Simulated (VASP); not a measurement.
Crystal: Hf3Cd.

```xyz
4
Lattice="0.0000 3.8093 3.8093 3.8093 0.0000 3.8093 3.8093 3.8093 0.0000" Properties=species:S:1:pos:R:3 pbc="T T T"
Hf    1.9047    1.9047    1.9047
Hf    5.7140    5.7140    5.7140
Hf    3.8093    3.8093    3.8093
Cd    0.0000    0.0000    0.0000
```

The cell was generated, and may not be a known phase.

```yaml
Program: VASP 6.6.1
Task: relaxation of cell and atoms
Functional: PBE
Potentials_or_basis: VASP PAW PBE potentials, release 64 (Hf_pv, Cd)
Cutoff: 600 eV
k_mesh: 4 × 4 × 4
Occupations: gaussian, width 0.1 eV
Spin: no spin polarisation
```

At the start: pressure -15.1 GPa; volume 27.64 Å³/atom.

How do energy, volume and symmetry change on relaxing?

Over 4 steps the energy falls by 354.7 meV/atom and the volume is 21.49 Å³/atom (-22.2 %); space group Fm-3m (No. 225, to 0.1 Å) before and after.

Step by step:
| step | energy change (eV) | largest force (eV/Å) | pressure (GPa) | volume (Å³) |
| --- | --- | --- | --- | --- |
| 1 | 0.0000 | 0.0000 | -15.12 | 110.56 |
| 2 | -0.7306 | 0.0000 | 20.43 | 73.86 |
| 3 | -1.4187 | 0.0000 | -0.34 | 86.42 |
| 4 | -1.4190 | 0.0000 | 0.17 | 85.98 |

Final structure:
```
Hf Cd
1.0
     0.00000    3.50306    3.50306
     3.50306    0.00000    3.50306
     3.50306    3.50306    0.00000
Hf Cd
3 1
Direct
  0.25000 0.25000 0.25000
  0.75000 0.75000 0.75000
  0.50000 0.50000 0.50000
  0.00000 0.00000 0.00000
```

Caveat: the volume moved by over 15 % at a fixed basis, so the end points are rough.
